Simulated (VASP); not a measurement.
Here is a VASP 6.6.1 calculation.

The input INCAR:

```
SYSTEM = CaO
  ALGO = Normal
  EDIFF = 1E-7
  ENCUT = 520
  GGA = PE
  ISIF = 2
  ISMEAR = -1
  LASPH = .TRUE.
  LCHARG = .FALSE.
  LREAL = Auto
  LWAVE = .FALSE.
  NBANDS = 78
  NELM = 80
  PREC = Accurate
  SIGMA = 0.1551
```

Contents of KPOINTS:

```
Automatic mesh
0
Gamma
  2 2 2
  0.5 0.5 0.5
```

Contents of POSCAR:

```
CaO
1.0
   -4.8218570000      4.8218570000      0.0000000000
   -4.8218570000      0.0000000000      4.8218570000
    0.0000000000      4.8218570000      4.8218570000
Ca O
8 8
Direct
   -0.0023278376      0.0059084083     -0.0249587451
    0.5197875010     -0.0051077832      0.0172624364
    0.0557616080      0.4804813789     -0.0595572411
    0.0022432229     -0.0011693628      0.5093976242
    0.4931251590      0.4945142504      0.0263589318
    0.5345808679     -0.0010418185      0.4560426616
   -0.0508863079      0.5509807736      0.4801570225
    0.5111160493      0.4554613503      0.5273073216
    0.7558773518      0.7356353579      0.7491069312
    0.2348848172      0.7610959844      0.7389837567
    0.6972020323      0.2727137076      0.7670585212
    0.7761609272      0.7742929747      0.2162851366
    0.2549848533      0.2383800474      0.6951161140
    0.1935197373      0.7324625139      0.3195871425
    0.7483818993      0.2253620338      0.2910429530
    0.2126355054      0.2450514397      0.2546771918
```

Potentials or basis: VASP PAW PBE potentials, release 64 (Ca_sv, O).

Command:

```bash
$ cat potpaw_PBE.64/Ca_sv/POTCAR potpaw_PBE.64/O/POTCAR > POTCAR
$ mpirun -np 1 vasp_std > vasp.out
```

Question: What does it give for the band gap on the k mesh?

Answer: 3.98 eV (least direct gap 4.04 eV).

Question: Estimate the pressure.

Answer: 6.8 GPa.

Question: What does it give for the largest force?

Answer: 3.096 eV/Å.

Stress tensor (GPa, compression positive):
```
 7.93  0.10 -0.79
 0.10  8.16 -0.16
-0.79 -0.16  4.42
```

Caveat: the k points lie up to 0.56 Å⁻¹ apart; the atoms stand as in a frame of molecular dynamics; a shifted mesh leaves out Γ, where band edges can lie; forces of over 1 eV/Å act on the atoms, so gaps and moduli don't describe the material at rest. A k mesh can miss the band edges.
